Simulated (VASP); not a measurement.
Wanted: the native input for a VASP 6.6.1 run.

```
Task                    : density of states
Functional              : PBE
Potentials or basis     : VASP PAW PBE potentials, release 64 (Mg, O)
Cutoff                  : 520 eV
k mesh                  : 10 × 10 × 10
Occupations             : gaussian, width 0.02 eV
Spin                    : no spin polarisation
Dipole correction       : no
k mesh for the DOS      : 15 × 15 × 15
Occupations for the DOS : tetrahedron
Further INCAR settings  : ALGO = Normal; EDIFF = 1e-06
```

The system is MgO (base).

```
CELL_PARAMETERS angstrom
0.00000 2.12683 2.12683
2.12683 0.00000 2.12683
2.12683 2.12683 0.00000
ATOMIC_POSITIONS crystal
Mg 0.00000 0.00000 0.00000
O 0.50000 0.50000 0.50000
```

One way to write it, as run:

POSCAR

```
MgO
1.0
    0.0000000000      2.1268316263      2.1268316263
    2.1268316263      0.0000000000      2.1268316263
    2.1268316263      2.1268316263      0.0000000000
Mg O
1 1
Direct
    0.0000000000      0.0000000000      0.0000000000
    0.5000000000      0.5000000000      0.5000000000
```

INCAR.step1

```
PREC = Accurate ; ENCUT = 520
EDIFF = 1E-6 ; ISMEAR = 0
SIGMA = 0.02 ; LREAL = F
LASPH = T ; NELM = 120
ALGO = Normal ; ISIF = 2
LWAVE = F ; LCHARG = T
GGA = PE ; NBANDS = 11
GGA_COMPAT = F ; NEDOS = 2001
LORBIT = 11
```

KPOINTS.step1

```
regular mesh
0
Gamma
  10 10 10
```

INCAR.step2

```
PREC = Accurate ; ENCUT = 520
EDIFF = 1E-6 ; ISMEAR = -5
SIGMA = 0.02 ; LREAL = F
LASPH = T ; NELM = 120
ALGO = Normal ; ISIF = 2
LWAVE = F ; LCHARG = F
GGA = PE ; LORBIT = 10
NEDOS = 1001 ; ICHARG = 11
GGA_COMPAT = F
```

KPOINTS.step2

```
regular mesh
0
Gamma
  15 15 15
```

Potentials or basis: VASP PAW PBE potentials, release 64 (Mg, O).

The run is started by

```bash
$ cat potpaw_PBE.64/Mg/POTCAR potpaw_PBE.64/O/POTCAR > POTCAR
$ cp INCAR.step1 INCAR
$ cp KPOINTS.step1 KPOINTS
$ mpirun -np 1 vasp_std > vasp.out
$ cp INCAR.step2 INCAR
$ cp KPOINTS.step2 KPOINTS
$ mpirun -np 1 vasp_std > vasp.out
```

Results of the run:

The valence electrons inside the program's atomic spheres are Mg 0.39; O 5.08.

It took 14 s on 1 thread of Intel Xeon 6975P-C, on a shared host, peak memory 0.15 GiB.
